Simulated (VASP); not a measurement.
# Mg3ZnTe4 (P-4m2) in VASP: further runs

The runs below take Mg3ZnTe4 through single point, relaxation of cell and atoms, with r2SCAN, PBE.

Program: VASP 6.6.1. These are calculated values, not measurements. Logs are shortened: lines on timing, memory, paths and dates and some standing lists are left out, and cuts for length are marked.

### Step 1. The cell of the first run

Symmetry: P-4m2, No. 115, tetragonal system. The conventional cell has a = 4.533 Å, b = 4.533 Å, c = 12.924 Å, α = 90.00°, β = 90.00°, γ = 90.00°. Within 3.7 Å of Mg (site symmetry 2mm) lie 4 Te at 2.81 Å. Within 3.7 Å of Mg (site symmetry -4m2) lie 4 Te at 2.81 Å. Zn (site symmetry -4m2) has 4 Te at 2.71 Å within 3.6 Å. Within 3.7 Å of Te (site symmetry 2mm) lie 4 Mg at 2.81 Å. Te (site symmetry 2mm) has 2 Zn at 2.71 Å and 2 Mg at 2.81 Å within 3.6 Å.

### Step 2. Single point, r2SCAN

Contents of POSCAR:

```
Mg3ZnTe4
1.0
    4.5331767000      0.0000000000      0.0000000000
    0.0000000000      4.5331767000      0.0000000000
    0.0000000000      0.0000000000     12.9236883000
Mg Zn Te
3 1 4
Direct
    0.0000000000      0.0000000000      0.7566260000
    0.5000000000      0.5000000000      0.5000000000
    0.0000000000      0.0000000000      0.2433740000
    0.5000000000      0.5000000000      0.0000000000
    0.5000000000      0.0000000000      0.6283440000
    0.0000000000      0.5000000000      0.3716560000
    0.5000000000      0.0000000000      0.1148640000
    0.0000000000      0.5000000000      0.8851360000
```

Contents of INCAR.step1:

```
SYSTEM = Mg3ZnTe4
PREC = Accurate
ENCUT = 520
ISMEAR = 0
SIGMA = 0.02
LREAL = .FALSE.
LASPH = .TRUE.
NELM = 80
NBANDS = 31
GGA = PE
ALGO = Normal
EDIFF = 1E-4
LWAVE = .TRUE.
LCHARG = .FALSE.
```

Contents of INCAR.step2:

```
SYSTEM = Mg3ZnTe4
PREC = Accurate
ENCUT = 520
EDIFF = 1E-6
ISMEAR = 0
SIGMA = 0.02
LREAL = .FALSE.
LASPH = .TRUE.
NELM = 80
ALGO = Normal
ISIF = 2
LWAVE = .FALSE.
LCHARG = .FALSE.
METAGGA = R2SCAN
LMIXTAU = .TRUE.
NBANDS = 31
ISTART = 1
```

Contents of KPOINTS:

```
Automatic mesh
0
G
  6 6 2
  0 0 0
```

Potentials or basis: VASP PAW PBE potentials, release 64 (Mg, Zn, Te).

Command:

```sh
> cat potpaw_PBE.64/Mg/POTCAR potpaw_PBE.64/Zn/POTCAR potpaw_PBE.64/Te/POTCAR > POTCAR
> cp INCAR.step1 INCAR
> mpirun -np 1 vasp_std > vasp.out
> cp INCAR.step2 INCAR
> mpirun -np 1 vasp_std > vasp.out
```

OUTCAR:

```text
SYSTEM = Mg3ZnTe4
   PREC = Accurate
   ENCUT = 520
   EDIFF = 1E-6
   ISMEAR = 0
   LREAL = .FALSE.
   LASPH = .TRUE.
   NELM = 80
   ISIF = 2
   METAGGA = R2SCAN
   ISTART = 1

 ion  position               nearest neighbor table
   1  0.000  0.000  0.757-   5 2.81   5 2.81   8 2.81   8 2.81
   2  0.500  0.500  0.500-   5 2.81   6 2.81   5 2.81   6 2.81
   3  0.000  0.000  0.243-   6 2.81   6 2.81   7 2.81   7 2.81
   4  0.500  0.500  0.000-   7 2.71   8 2.71   7 2.71   8 2.71
   5  0.500  0.000  0.628-   1 2.81   1 2.81   2 2.81   2 2.81
   6  0.000  0.500  0.372-   3 2.81   3 2.81   2 2.81   2 2.81
   7  0.500  0.000  0.115-   4 2.71   4 2.71   3 2.81   3 2.81
   8  0.000  0.500  0.885-   4 2.71   4 2.71   1 2.81   1 2.81

  LATTYP: Found a simple tetragonal cell.
 ALAT       =     4.5331767000
 C/A-ratio  =     2.8509120988

  Lattice vectors:

 A1 = (   4.5331767000,   0.0000000000,   0.0000000000)
 A2 = (   0.0000000000,   4.5331767000,   0.0000000000)
 A3 = (   0.0000000000,   0.0000000000,  12.9236883000)

Analysis of symmetry for initial positions (statically):
=====================================================================
 Subroutine PRICEL returns:
 Original cell was already a primitive cell.

 Routine SETGRP: Setting up the symmetry group for a
 simple tetragonal supercell.

 Subroutine GETGRP returns: Found  8 space group operations
 (whereof  8 operations were pure point group operations)
 out of a pool of 16 trial point group operations.

The static configuration has the point symmetry D_2d.

Analysis of symmetry for dynamics (positions and initial velocities):
=====================================================================
 Subroutine PRICEL returns:
 Original cell was already a primitive cell.

 Routine SETGRP: Setting up the symmetry group for a
 simple tetragonal supercell.

 Subroutine GETGRP returns: Found  8 space group operations
 (whereof  8 operations were pure point group operations)
 out of a pool of 16 trial point group operations.

The dynamic configuration has the point symmetry D_2d.

 Subroutine INISYM returns: Found  8 space group operations
 (whereof  8 operations are pure point group operations),
 and found     1 'primitive' translations

----------------------------------------------------------------------------------------

                                     Primitive cell

  volume of cell :     265.5778

  direct lattice vectors                    reciprocal lattice vectors
     4.533176700  0.000000000  0.000000000     0.220595857  0.000000000  0.000000000
     0.000000000  4.533176700  0.000000000     0.000000000  0.220595857  0.000000000
     0.000000000  0.000000000 12.923688300     0.000000000  0.000000000  0.077377292

  length of vectors
     4.533176700  4.533176700 12.923688300     0.220595857  0.220595857  0.077377292

  position of ions in fractional coordinates (direct lattice)
     0.000000000  0.000000000  0.756626000
     0.500000000  0.500000000  0.500000000
     0.000000000  0.000000000  0.243374000
     0.500000000  0.500000000  0.000000000
     0.500000000  0.000000000  0.628344000
     0.000000000  0.500000000  0.371656000
     0.500000000  0.000000000  0.114864000
     0.000000000  0.500000000  0.885136000

  ion indices of the primitive-cell ions
   primitive index   ion index
                 1           1
                 2           2
                 3           3
                 4           4
                 5           5
                 6           6
                 7           7
                 8           8

----------------------------------------------------------------------------------------

 KPOINTS: Automatic mesh

Automatic generation of k-mesh.
 Grid dimensions read from file:
 generate k-points for:    6    6    2

 Generating k-lattice:

  Cartesian coordinates                     Fractional coordinates (reciprocal lattice)
     0.036765976  0.000000000  0.000000000     0.166666667  0.000000000  0.000000000
     0.000000000  0.036765976  0.000000000     0.000000000  0.166666667  0.000000000
     0.000000000  0.000000000  0.038688646     0.000000000  0.000000000  0.500000000

  Length of vectors
     0.036765976  0.036765976  0.038688646

  Shift w.r.t. Gamma in fractional coordinates (k-lattice)
     0.000000000  0.000000000  0.000000000

 Subroutine IBZKPT returns following result:
 ===========================================

 Found     20 irreducible k-points:

 Following reciprocal coordinates:
            Coordinates               Weight
  0.000000  0.000000  0.000000      1.000000
  0.166667  0.000000  0.000000      4.000000
  0.333333  0.000000  0.000000      4.000000
  0.500000  0.000000  0.000000      2.000000
  0.166667  0.166667  0.000000      4.000000
  0.333333  0.166667  0.000000      8.000000
[... 12 lines left out ...]
  0.500000  0.333333  0.500000      4.000000
  0.500000  0.500000  0.500000      1.000000
   k-points           NKPTS =     20   k-points in BZ     NKDIM =     20   number of bands    NBANDS=     31
   number of dos      NEDOS =    301   number of ions     NIONS =      8
   total plane-waves  NPLWV = 124416
   dimension x,y,z NGX =    36 NGY =   36 NGZ =   96
   dimension x,y,z NGXF=    72 NGYF=   72 NGZF=  192
   ions per type =               3   1   4
   NGX,Y,Z   is equivalent  to a cutoff of  13.20, 13.20, 12.35 a.u.
   NGXF,Y,Z  is equivalent  to a cutoff of  26.40, 26.40, 24.70 a.u.
 SYSTEM =  Mg3ZnTe4
   PREC   = accura    normal or accurate (medium, high low for compatibility)
   ISTART =      1    job   : 0-new  1-cont  2-samecut
   ICHARG =      0    charge: 1-file 2-atom 10-const
   ISPIN  =      1    spin polarized calculation?
   LNONCOLLINEAR =      F non collinear calculations
   LSORBIT =      F    spin-orbit coupling
   LASPH  =      T    aspherical Exc in radial PAW
   ENCUT  =  520.0 eV  38.22 Ry    6.18 a.u.   8.43  8.43 24.03*2*pi/ulx,y,z
   NELM   =     80;   NELMIN=  2; NELMDL=  0     # of ELM steps
   EDIFF  = 0.1E-05   stopping-criterion for ELM
   LREAL  =      F    real-space projection
   EDIFFG = 0.1E-04   stopping-criterion for IOM
   NSW    =      0    number of steps for IOM
   IBRION =     -1    ionic relax: 0-MD 1-quasi-New 2-CG
   NFREE  =      0    steps in history (QN), initial steepest desc. (CG)
   ISIF   =      2    stress and relaxation
   ISYM   =      2    0-nonsym 1-usesym 2-fastsym
   POTIM  = 0.5000    time-step for ionic-motion
   TEBEG  =    0.0;   TEEND  =   0.0 temperature during run
   PSTRESS=    0.0 pullay stress
   NELECT =      42.0000    total number of electrons
   NUPDOWN=      -1.0000    fix difference up-down
   EMIN   =  10.00;   EMAX   =-10.00  energy-range for DOS
   EFERMI =   0.00;   METHOD = LEGACY
   ISMEAR =     0;   SIGMA  =   0.02  broadening in eV -4-tet -1-fermi 0-gaus
   EFERMI_NEDOS =   21; number of points for ismear=-14 and -15
   IALGO  =     38    algorithm
   IMIX   =      4    mixing-type and parameters
     AMIX     =   0.40;   BMIX     =  1.00
     AMIX_MAG =   1.60;   BMIX_MAG =  1.00
  volume/ion in A,a.u.               =      33.20       224.03
  Fermi-wavevector in a.u.,A,eV,Ry     =   0.885307  1.672988 10.663823  0.783769
  Thomas-Fermi vector in A             =   2.006323
   LORBIT       =      0    0 simple, 1 ext, 2 COOP (PROOUT), +10 PAW based schemes
   METAGGA = R2SCAN    functional components
   LHFCALC =     F    Hartree Fock is set to
   AEXX    =    0.0000 exact exchange contribution
   IVDW    =     0    specifies the selected vdW correction
   LEPSILON=     F    determine dielectric tensor
   LRPA    =     F    only Hartree local field effects (RPA)
 non-spin polarized calculation
 Gauss-broadening in eV      SIGMA  =   0.02
  energy-cutoff  :      520.00
  volume of cell :      265.58
 maximum number of plane-waves:      7189
 NGX is ok and might be reduce to    36
   NGX = 17   NGY = 17   NGZ = 49

 number of electron      42.0000018 magnetization

 Free energy of the ion-electron system (eV)
  ---------------------------------------------------
  ext. energy  EPLUGINS =         0.00000000
  ---------------------------------------------------
  free energy    TOTEN  =      -130.37862553 eV

  energy without entropy =     -130.37862553  energy(sigma->0) =     -130.37862553

 E-fermi :   1.8847     XC(G=0):  -8.3862

 val. band max:        1.7654908097   @ k =   0.0000   0.0000   0.0000
 cond. band min:       4.1299661739   @ k =   0.0000   0.0000   0.0000
 fundamental gap:      2.3644753642
 Fermi energy:         1.8846669361

 k-point     1 :       0.0000    0.0000    0.0000
  band No.  band energies     occupation
      1      -9.1003      2.00000
      2      -8.6523      2.00000
      3      -8.5899      2.00000
      4      -8.1671      2.00000
      5      -4.6216      2.00000
      6      -4.6216      2.00000
[... 23 lines left out ...]
     30       7.4266      0.00000
     31       7.4359      0.00000

 k-point     2 :       0.1667    0.0000    0.0000
  band No.  band energies     occupation
      1      -9.0020      2.00000
      2      -8.5853      2.00000
      3      -8.5385      2.00000
      4      -8.1651      2.00000
      5      -4.6197      2.00000
      6      -4.6126      2.00000
[... 23 lines left out ...]
     30       7.5576      0.00000
     31       7.8074      0.00000

 k-point     3 :       0.3333    0.0000    0.0000
  band No.  band energies     occupation
      1      -8.7527      2.00000
      2      -8.4470      2.00000
      3      -8.4302      2.00000
      4      -8.2018      2.00000
      5      -4.6160      2.00000
      6      -4.5780      2.00000
[... 567 lines left out ...]
     30       8.9242      0.00000
     31       9.1798      0.00000

 k-point    20 :       0.5000    0.5000    0.5000
  band No.  band energies     occupation
      1      -8.2448      2.00000
      2      -8.2448      2.00000
      3      -8.0681      2.00000
      4      -8.0681      2.00000
      5      -4.5633      2.00000
      6      -4.5240      2.00000
[... 23 lines left out ...]
     30       9.9226      0.00000
     31       9.9226      0.00000

------------------------ aborting loop because EDIFF is reached ----------------------------------------

  FORCE on cell =-STRESS in cart. coord.  units (eV):
  Direction    XX          YY          ZZ          XY          YZ          ZX
  --------------------------------------------------------------------------------------
  -------------------------------------------------------------------------------------
  Total       -1.5447207     -1.5447207     -1.5566593      0.0000000      0.0000000     -0.0000000
  in kB       -9.3189886     -9.3189886     -9.3910116      0.0000000      0.0000000     -0.0000000
  external PRESSURE =      -9.3429963 kB  Pullay stress =       0.0000000 kB

 VOLUME and BASIS-vectors are now :
 -----------------------------------------------------------------------------
  energy-cutoff  :      520.00
  volume of cell :      265.58
      direct lattice vectors                 reciprocal lattice vectors
     4.533176700  0.000000000  0.000000000     0.220595857  0.000000000  0.000000000
     0.000000000  4.533176700  0.000000000     0.000000000  0.220595857  0.000000000
     0.000000000  0.000000000 12.923688300     0.000000000  0.000000000  0.077377292

 POSITION                                       TOTAL-FORCE (eV/Angst)
 -----------------------------------------------------------------------------------
      0.00000      0.00000      9.77840         0.000000     -0.000000      0.006375
      2.26659      2.26659      6.46184         0.000000      0.000000      0.000000
      0.00000      0.00000      3.14529         0.000000     -0.000000     -0.006375
      2.26659      2.26659      0.00000         0.000000     -0.000000      0.000000
      2.26659      0.00000      8.12052         0.000000     -0.000000      0.001957
      0.00000      2.26659      4.80317        -0.000000     -0.000000     -0.001957
      2.26659      0.00000      1.48447         0.000000      0.000000     -0.023751
      0.00000      2.26659     11.43922         0.000000     -0.000000      0.023751
 -----------------------------------------------------------------------------------
    total drift:                                0.000000      0.000000     -0.000000

  FREE ENERGIE OF THE ION-ELECTRON SYSTEM (eV)
  ---------------------------------------------------
  free  energy   TOTEN  =      -130.3786255328 eV

  energy  without entropy=     -130.3786255328  energy(sigma->0) =     -130.37862553
```

Run time: 5 min. Hardware: 1 thread of Intel Xeon 6975P-C (Granite Rapids), shared host; peak memory 0.47 GiB.

What came out:

| Quantity | Value |
| --- | --- |
| Free energy | -130.3786 eV |
| Pressure | -0.9 GPa |
| Largest force | 0.024 eV/Å |
| Band gap on the k mesh | 2.36 eV |

Forces on the atoms (eV/Å):
```
Mg   0.000  0.000  0.006
Mg   0.000  0.000  0.000
Mg   0.000  0.000 -0.006
Zn   0.000  0.000  0.000
Te   0.000  0.000  0.002
Te   0.000  0.000 -0.002
Te   0.000  0.000 -0.024
Te   0.000  0.000  0.024
```

Caveat: the PAW data sets were made with another functional, which shifts forces and pressure a little; spin-orbit coupling is left out, which moves the levels of the heavy elements. A k mesh can miss the band edges.

### Step 3. Relaxation of cell and atoms, PBE

Contents of INCAR:

```
ALGO     = Normal         # electronic algorithm
EDIFF    = 1E-6           # SCF threshold, eV
EDIFFG   = -0.01          # ionic threshold
ENCUT    = 600            # plane-wave cutoff, eV
GGA      = PE             # functional
IBRION   = 2              # ionic algorithm
ISIF     = 3              # what is computed and relaxed
ISMEAR   = 0              # smearing method
LASPH    = True           # aspherical terms in the spheres
LCHARG   = False          # write CHGCAR
LREAL    = False          # projectors in reciprocal space
LWAVE    = False          # write WAVECAR
NELM     = 100            # most SCF steps
NSW      = 100            # ionic steps
PREC     = Accurate       # precision mode
SIGMA    = 0.02           # smearing width, eV
```

Contents of KPOINTS:

```
k-points
0
Gamma
  6 6 2
```

POSCAR is that of step 2.

Potentials or basis: VASP PAW PBE potentials, release 64 (Mg, Zn, Te).

Command:

```sh
> cat potpaw_PBE.64/Mg/POTCAR potpaw_PBE.64/Zn/POTCAR potpaw_PBE.64/Te/POTCAR > POTCAR
> mpirun -np 1 vasp_std > vasp.out
```

It took 2.1 min on 1 thread of Oxide Virtual Turin-like, shared host; peak memory 0.46 GiB.

Results (log left out):

- Free energy: -24.3192 eV
- Energy gained by relaxing: 0.0 meV/atom
- Ionic steps: 2
- Pressure after relaxing: 0.0 GPa
- Largest force after relaxing: 0.009 eV/Å
- Band gap on the k mesh: 1.81 eV

Forces on the atoms (eV/Å):
```
Mg   0.000  0.000 -0.002
Mg   0.000  0.000  0.000
Mg   0.000  0.000  0.002
Zn   0.000  0.000  0.000
Te   0.000  0.000  0.000
Te   0.000  0.000  0.000
Te   0.000  0.000  0.009
Te   0.000  0.000 -0.009
```

Final structure:
```
Mg Zn Te
1.0
     4.53330    0.00000    0.00000
     0.00000    4.53330    0.00000
     0.00000    0.00000   12.92321
Mg Zn Te
3 1 4
Cartesian
  0.0000 4.5333 9.7780
  2.2667 2.2667 6.4616
  0.0000 4.5333 3.1452
  2.2667 2.2667 0.0000
  2.2667 4.5333 8.1202
  4.5333 2.2667 4.8030
  2.2667 4.5333 1.4850
  0.0000 2.2667 11.4382
```

Levels at points of the mesh, in eV from the valence-band top:
| k point | band 18 | band 19 | band 20 | band 21 | band 22 | band 23 | band 24 | band 25 |
| --- | --- | --- | --- | --- | --- | --- | --- | --- |
| (0.00, 0.00, 0.00) | -0.69 | -0.03 | 0.00 | 0.00 | 1.81 | 2.75 | 3.03 | 3.70 |
| (0.50, 0.00, 0.00) | -0.52 | -0.52 | -0.49 | -0.48 | 2.29 | 3.08 | 3.86 | 4.26 |
| (0.50, 0.50, 0.00) | -1.41 | -1.39 | -1.39 | -1.34 | 2.74 | 2.74 | 2.95 | 3.40 |
| (0.00, 0.00, 0.50) | -0.40 | -0.40 | -0.14 | -0.14 | 2.34 | 3.03 | 3.09 | 3.19 |
| (0.50, 0.00, 0.50) | -0.60 | -0.52 | -0.52 | -0.48 | 2.60 | 3.62 | 3.67 | 3.75 |
| (0.50, 0.50, 0.50) | -1.59 | -1.59 | -1.50 | -1.50 | 3.25 | 3.25 | 3.47 | 3.57 |

Caveat: spin-orbit coupling is left out, which moves the levels of the heavy elements. A k mesh can miss the band edges.
